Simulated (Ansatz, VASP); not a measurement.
One calculation of KI, two programs

```
K I
1.0
     4.37133    0.00000    0.00000
     0.00000    4.37133    0.00000
     0.00000    0.00000    4.37133
K I
1 1
Direct
  0.00000 0.00000 0.00000
  0.50000 0.50000 0.50000
```

Change from the starting cell: hydrostatic strain +1.9%.

Alike in both runs: task single point; functional HSE06; k mesh 4 × 4 × 4; no spin polarisation.

```csv
,VASP,Ansatz
version,VASP 6.6.1,Ansatz 0.2.0
potentials or method,"VASP PAW PBE potentials, release 64 (K_sv, I)","plane waves, PAW"
plane-wave cutoff (eV),520,420
occupations,"gaussian, width 0.01 eV",fixed
valence electrons in the cell,16,26
```

|  | VASP | Ansatz | Ansatz less VASP |
| --- | --- | --- | --- |
| gap on the k mesh at the Fermi level (eV) | 4.16 | 4.17 | +0.009 |
| pressure (GPa) | -0.4 | -0.4 | 0.00 |

VASP's potentials hold 16 valence electrons a cell and Ansatz's 26, so a difference there can come from the potentials and not from the codes. Ansatz's warnings: stress exchange threshold loose, stress scf threshold loose.

Neither program's run includes spin-orbit coupling.
